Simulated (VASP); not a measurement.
MnO2:

```
CELL_PARAMETERS angstrom
2.85658 0.00000 0.00000
-1.42829 2.47387 0.00000
0.00000 0.00000 4.50935
ATOMIC_POSITIONS crystal
Mn 0.00000 0.00000 0.50000
O 0.33333 0.66667 0.70847
O 0.66667 0.33333 0.29153
```

Base run:

```yaml
Program: VASP 6.6.1
Functional: PBEsol
Potentials_or_basis: VASP PAW PBE potentials, release 64 (Mn_sv, O)
Cutoff: 600 eV
k_mesh: 9 × 9 × 5
Occupations: fermi-dirac, width 0.05 eV
Spin: collinear spin, ferromagnetic start
Starting_moments: "[4.0, 0.0, 0.0] μB"
```

Its results: band gap on the k mesh 0.68 eV, indirect (least direct gap 0.74 eV); pressure -1.8 GPa; net moment 3.00 μB per cell; site moments Mn +2.72; O +0.04 μB; largest force 0.008 eV/Å.

The run is repeated on the same cell with these changes: potentials or basis from VASP PAW PBE potentials, release 64 (Mn_sv, O) to VASP PAW PBE potentials, release 64 (Mn_pv, O); cutoff from 600 eV to 520 eV; further incar settings from ALGO = Normal; EDIFF = 1e-06; NBANDS = 24 to ALGO = Normal; EDIFF = 1e-07; NBANDS = 24; valence electrons from 27 to 25. What comes out?

Band gap on the k mesh 0.66 eV, indirect (least direct gap 0.72 eV); pressure 0.3 GPa; net moment 3.00 μB per cell; site moments Mn +2.83; O +0.04 μB; largest force 0.083 eV/Å.

Caveats: the PAW data sets were made with another functional, which shifts forces and pressure a little; a cell with one magnetic atom can't hold antiferromagnetic order, which such compounds often take.

A k mesh can miss the band edges.
